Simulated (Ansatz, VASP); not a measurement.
## Ge in VASP and in Ansatz

```xyz
2
Lattice="2.8127 2.8127 0.0000 -2.8127 2.8127 0.0000 0.0000 2.8127 2.8127" Properties=species:S:1:pos:R:3 pbc="T T T"
Ge    0.0000    2.8127    0.0000
Ge    1.4063    4.2190    1.4063
```

Alike in both runs: task single point; functional r2SCAN; k mesh 12 × 12 × 12; no spin polarisation.

|  | VASP | Ansatz |
| --- | --- | --- |
| version | VASP 6.6.1 | Ansatz 0.2.0 |
| potentials or method | VASP PAW PBE potentials, release 64 (Ge_d) | PAW with Ansatz's default frozen-core files, scalar-relativistic |
| plane-wave cutoff (eV) | 520 | 500 |
| occupations | gaussian, width 0.01 eV | fixed |
| valence electrons in the cell | 28 | 28 |

VASP gave:

```
gap on the k mesh at the Fermi level (eV) : 0.50
pressure (GPa)                            : 2.1
```

Problem. What did Ansatz give for the same quantities?

Solution. gap on the k mesh at the Fermi level (eV): 0.52; pressure (GPa): 2.0.

VASP's potentials were made for PBE, not for r2SCAN.
